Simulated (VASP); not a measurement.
# MgO: single point with PBEsol

The system is MgO.

```
Mg O
1.0
     3.34869    0.00000    0.00000
    -1.67435    2.90005    0.00000
     0.00000    0.00000    4.88473
Mg O
2 2
Cartesian
  0.0000 1.9334 -0.0397
  1.6743 0.9667 2.4026
  0.0000 1.9334 1.9585
  1.6743 0.9667 4.4009
```

This cell differs from its parent crystal: c/a of the conventional cell at fixed volume 1.4587.

* Program: VASP 6.6.1
* Task: single point
* Functional: PBEsol
* Potentials or basis: VASP PAW PBE potentials, release 64 (Mg, O)
* Cutoff: 520 eV
* k mesh: 9 × 9 × 6
* Occupations: gaussian, width 0.05 eV
* Spin: no spin polarisation
* Dipole correction: no
* Further INCAR settings: ALGO = Normal; EDIFF = 1e-06; NBANDS = 16

```json
{
  "Pressure": "-1.3 GPa",
  "Largest force": "0.047 eV/Å",
  "Band gap on the k mesh": "3.21 eV, direct"
}
```

Forces on the atoms (eV/Å):
```
Mg   0.000  0.000 -0.047
Mg   0.000  0.000 -0.047
O    0.000  0.000  0.047
O    0.000  0.000  0.047
```

Stress tensor (GPa, compression positive):
```
-1.81  0.00  0.00
 0.00 -1.81  0.00
 0.00  0.00 -0.27
```

Levels at points of the mesh, in eV from the valence-band top:
```tsv
k point	band 4	band 5	band 6	band 7	band 8	band 9	band 10	band 11	band 12	band 13
(0.00, 0.00, 0.00)	-0.98	-0.98	-0.57	-0.57	0.00	3.21	8.31	10.29	13.55	13.55
(0.00, 0.00, 0.50)	-2.11	-0.78	-0.78	-0.78	-0.78	5.80	5.80	13.17	13.17	14.02
```

Run time: 13 s on 1 thread of Intel(R) Xeon(R) 6975P-C (Granite Rapids) (shared host), peak memory 0.18 GiB.

Caveat: the PAW data sets were made with another functional, which shifts forces and pressure a little. A k mesh can miss the band edges.
